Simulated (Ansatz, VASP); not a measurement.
## One calculation of Sc, two programs

INCAR

```
ALGO = Fast
EDIFF = 1E-6
ENCUT = 520
GGA = PS
ISIF = 2
ISMEAR = 0
LASPH = True
LCHARG = False
LREAL = False
LWAVE = False
NBANDS = 18
NELM = 80
PREC = Accurate
SIGMA = 0.15
```

KPOINTS

```
k-points
0
Gamma
  18 18 10
```

POSCAR

```
Sc
1.0
    3.3087978973      0.0000000000      0.0000000000
   -1.6543989486      2.8655030350      0.0000000000
    0.0000000000      0.0000000000      5.1099600000
Sc
2
Direct
    0.3333333333      0.6666666667      0.2500000000
    0.6666666667      0.3333333333      0.7500000000
```

Input for Ansatz:

```yaml
crystal:
  lattice:
    - [3.3087978973, 0.0, 0.0]
    - [-1.6543989486, 2.865503035, 0.0]
    - [0.0, 0.0, 5.10996]
  atoms:
    - { symbol: Sc, position: [0.3333333333, 0.6666666667, 0.25] }
    - { symbol: Sc, position: [0.6666666667, 0.3333333333, 0.75] }
basis:
  ecutwfc: 420
kpoints:
  mp_grid: { grid: [18, 18, 10] }
hamiltonian:
  xc: pbesol
scf:
  occupations: { method: gaussian, width: 0.15 }
output:
  forces: true
  stress: true
  eigenvalues: true
```

Change from the starting cell: strain +0.000 along x and y, -0.030 along z, atoms carried along.

Alike in both runs: task single point; functional PBEsol; k mesh 18 × 18 × 10; occupations gaussian, width 0.15 eV; no spin polarisation.

```csv
,VASP,Ansatz
version,VASP 6.6.1,Ansatz 0.2.0
potentials or method,"VASP PAW PBE potentials, release 64 (Sc_sv), cutoff 520 eV","scalar-relativistic, plane waves, PAW"
valence electrons in the cell,22,22
```

|  | VASP | Ansatz | Ansatz less VASP |
| --- | --- | --- | --- |
| gap on the k mesh at the Fermi level (eV) | none | none | - |
| pressure (GPa) | -1.4 | -1.3 | +0.08 |
| traceless stress, the component that is largest in VASP (GPa) | 0.32 | 0.32 | -0.001 |

VASP's potentials were made for PBE, not for PBEsol. A gap of «none» marks a metal or a gap that the smearing closes.
